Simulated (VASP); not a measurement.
A run of VASP 6.6.1 is set up as follows.

File INCAR:

```
SYSTEM = B16N15
PREC = Accurate
ENCUT = 520
EDIFF = 1E-6
ISMEAR = 0
SIGMA = 0.01
LREAL = Auto
LASPH = .True.
NELM = 200
ALGO = Normal
ISIF = 2
LWAVE = .False.
LCHARG = .False.
ISPIN = 2
MAGMOM = 0 0 0 0 0 0 1 0 1 0 0 0 1 0 0 0 0 0 0 0 0 0 0 0 0 0 0 0 0 0 0
LORBIT = 11
GGA = PE
IVDW = 12
NELECT = 121.0
NBANDS = 86
GGA_COMPAT = .False.
```

KPOINTS

```
Automatic mesh
0
Gamma
  2 2 2
  0.5 0.5 0.5
```

The input POSCAR:

```
B16N15
1.0
    0.0000000000      5.7876219412     -3.2948837568
    5.0122276286     -2.8938109706     -3.2948837569
   -5.0122276286     -2.8938109706     -3.2948837569
B N
16 15
Direct
    0.0004688346      0.2517327950      0.7497568653
    0.2501730827      0.0014034088      0.7478999699
    0.4987070577      0.7499712814      0.7489913462
   -0.0013522178      0.5014560311      0.4994546454
    0.7501568694      0.5014441504      0.7479206830
    0.2501838480      0.2498960801      0.4994433739
    0.5004900594     -0.0017600595      0.4962652514
   -0.0002898067      0.7499760653      0.2479979929
    0.7469991924      0.7517740132      0.4962900662
    0.2498413426      0.5011083924      0.2490620889
    0.4987091766      0.2509529920      0.2479996696
   -0.0013880246      0.0013990113     -0.0005571441
    0.7469908305     -0.0017463614      0.2497496465
    0.2498317584      0.7510100526     -0.0008860172
    0.4997676427      0.5010988500     -0.0008781860
    0.7501479046      0.2498863508     -0.0005450809
    0.9121753939      0.6708938849      0.4146424232
    0.1667242486      0.4179828436      0.4162914873
    0.6653235601      0.1634029426      0.1688765762
    0.4195982604      0.1634042146      0.4146176648
    0.9121300485      0.9165717392      0.1688578759
    0.1669265012      0.6684646316      0.1664914710
    0.6669895184      0.4179640914      0.9159900618
    0.4172137025      0.4181924154      0.1665030751
    0.9163883861      0.1676493240      0.9164124546
    0.1667015665      0.9182405017      0.9159776421
    0.6653415440      0.6708766477      0.6614482097
    0.4172064459      0.6684644549      0.9162079625
    0.9164344486      0.4184391288      0.6657209074
    0.1671500441      0.1676680144      0.6656918918
    0.4195904511      0.9165804857      0.6614183938
```

Potentials or basis: VASP PAW PBE potentials, release 64 (B, N).

Launch:

```sh
$ cat potpaw_PBE.64/B/POTCAR potpaw_PBE.64/N/POTCAR > POTCAR
$ mpirun -np 1 vasp_std > vasp.out
```

Q: Predict the net moment.

A: 1.00 μB per cell.

Q: What does it give for the dispersion energy per atom?

A: -0.144 eV.

Q: Predict the largest force.

A: 0.014 eV/Å.

Q: Predict the site moments.

A: B -0.00, -0.01 (each value once); N +0.05, +0.07, +0.04 (each value once) μB.

Forces on the atoms (eV/Å):
```
B   -0.001  0.002 -0.001
B    0.000  0.001  0.000
B    0.001  0.002  0.001
B    0.003 -0.002 -0.001
B    0.001 -0.001 -0.001
B   -0.001  0.001  0.000
B    0.000  0.012 -0.001
B   -0.002 -0.002  0.001
B    0.011 -0.005 -0.001
B    0.000  0.003  0.000
B    0.002  0.000  0.000
B    0.000 -0.001  0.001
B   -0.013 -0.006  0.000
B   -0.003  0.000  0.001
B    0.000 -0.003  0.001
B   -0.002 -0.001  0.001
N   -0.001  0.004  0.000
N    0.000 -0.001  0.000
N    0.005 -0.001 -0.001
N    0.003 -0.002  0.000
N    0.001  0.004 -0.001
N    0.001 -0.001  0.000
N    0.001  0.000  0.000
N   -0.001  0.001  0.000
N    0.002  0.000 -0.001
N    0.000 -0.001  0.000
N   -0.003 -0.001  0.000
N    0.000  0.000  0.000
N   -0.001  0.001  0.001
N    0.000 -0.002  0.000
N   -0.003 -0.002 -0.001
```

Caveat: the k points lie up to 0.48 Å⁻¹ apart; the cell carries a net charge on a neutralising background, which shifts energy and pressure; the cell differs from its parent crystal (atoms taken out, then relaxed in part).
